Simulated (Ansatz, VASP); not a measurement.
Given: the input of a run of Ansatz 0.2.0 on Pb.

Contents of input.yaml:

```yaml
crystal:
  lattice:
    - [0.0, 3.5064485529, 3.5064485529]
    - [3.5064485529, 0.0, 3.5064485529]
    - [3.5064485529, 3.5064485529, 0.0]
  atoms:
    - { symbol: Pb, position: [0.25, 0.25, 0.25] }
    - { symbol: Pb, position: [0.0, 0.0, 0.0] }
hamiltonian:
  xc: r2scan
  pseudopotentials: { kind: paw }
kpoints:
  mp_grid: { grid: [7, 7, 7] }
scf:
  occupations: { method: fermi_dirac, width: 0.05 }
output:
  forces: true
  stress: true
  eigenvalues: true
```

Potentials or basis: Ansatz PAW.

Run with:

```sh
$ ansatz run input.yaml --threads 2 --pin off --max-ram 5632MiB --backend cpu --events-out ev --progress --plain --runs-dir out
```

Question: Translate it to VASP 6.6.1. Potentials there: VASP PAW PBE potentials, release 64 (Pb_d).

Answer: As run (the cutoff follows the program's own potentials):

Contents of POSCAR:

```
Pb
1.0
    0.0000000000      3.5064485529      3.5064485529
    3.5064485529      0.0000000000      3.5064485529
    3.5064485529      3.5064485529      0.0000000000
Pb
2
Direct
    0.2500000000      0.2500000000      0.2500000000
    0.0000000000      0.0000000000      0.0000000000
```

INCAR.step1

```
PREC = Accurate
ENCUT = 520
ISMEAR = -1
SIGMA = 0.05
LREAL = False
LASPH = True
NELM = 80
NBANDS = 21
GGA = PE
ALGO = Normal
EDIFF = 1E-4
LWAVE = True
LCHARG = False
```

INCAR.step2

```
PREC = Accurate
ENCUT = 520
EDIFF = 1E-6
ISMEAR = -1
SIGMA = 0.05
LREAL = False
LASPH = True
NELM = 80
ALGO = Normal
ISIF = 2
LWAVE = False
LCHARG = False
METAGGA = R2SCAN
LMIXTAU = True
NBANDS = 21
ISTART = 1
```

The input KPOINTS:

```
Automatic mesh
0
Gamma
  7 7 7
```

Potentials or basis: VASP PAW PBE potentials, release 64 (Pb_d).

Launch:

```bash
$ cat potpaw_PBE.64/Pb_d/POTCAR > POTCAR
$ cp INCAR.step1 INCAR
$ mpirun -np 1 vasp_std > vasp.out
$ cp INCAR.step2 INCAR
$ mpirun -np 1 vasp_std > vasp.out
```

Both were run:

|  | VASP | Ansatz | Ansatz less VASP |
| --- | --- | --- | --- |
| gap on the k mesh at the Fermi level (eV) | none | none | - |
| pressure (GPa) | -0.7 | -0.7 | +0.02 |

VASP's potentials were made for PBE, not for r2SCAN. A gap of «none» marks a metal or a gap that the smearing closes. With one functional, cell and mesh, what is left measures potentials, basis and numerics.

Neither program's run includes spin-orbit coupling.
